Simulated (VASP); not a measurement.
Write the native input for VASP 6.6.1 that does the following.

* Task: single point
* Functional: PBEsol
* Potentials or basis: VASP PAW PBE potentials, release 64 (Zn, S)
* Cutoff: 520 eV
* k mesh: 10 × 10 × 10
* Occupations: gaussian, width 0.05 eV
* Spin: no spin polarisation
* Dipole correction: no
* Further INCAR settings: ALGO = Normal; EDIFF = 1e-06; NBANDS = 16

The structure of ZnS lies in POSCAR:

```
ZnS
1.0
    0.3360451046      2.8563833887      2.8563833887
    2.8563833887      0.3360451046      2.8563833887
    2.8563833887      2.8563833887      0.3360451046
Zn S
1 1
Direct
    0.0000000000      0.0000000000      0.0000000000
    0.7500000000      0.7500000000      0.7500000000
```

These files were run (other wordings do the same):

INCAR

```
  ALGO = Normal
  EDIFF = 1E-6
  ENCUT = 520
  GGA = PS
  ISIF = 2
  ISMEAR = 0
  LASPH = T
  LCHARG = T
  LELF = T
  LREAL = F
  LVHAR = T
  LWAVE = F
  NBANDS = 16
  NELM = 60
  PREC = Accurate
  SIGMA = 0.05
```

KPOINTS

```
k-points
0
Gamma
  10 10 10
```

Potentials or basis: VASP PAW PBE potentials, release 64 (Zn, S).

Launch:

```console
$ cat potpaw_PBE.64/Zn/POTCAR potpaw_PBE.64/S/POTCAR > POTCAR
$ mpirun -np 1 vasp_std > vasp.out
```

It gave:

```json
{
 "Pressure": "3.9 GPa",
 "Largest force": "0.614 eV/Å",
 "Band gap on the k mesh": "1.20 eV, direct"
}
```

Caveat: the PAW data sets were made with another functional, which shifts forces and pressure a little.

Wall time 33 s on 1 thread of Intel(R) Xeon(R) 6975P-C (Granite Rapids), with other jobs on the host, peak memory 0.21 GiB.
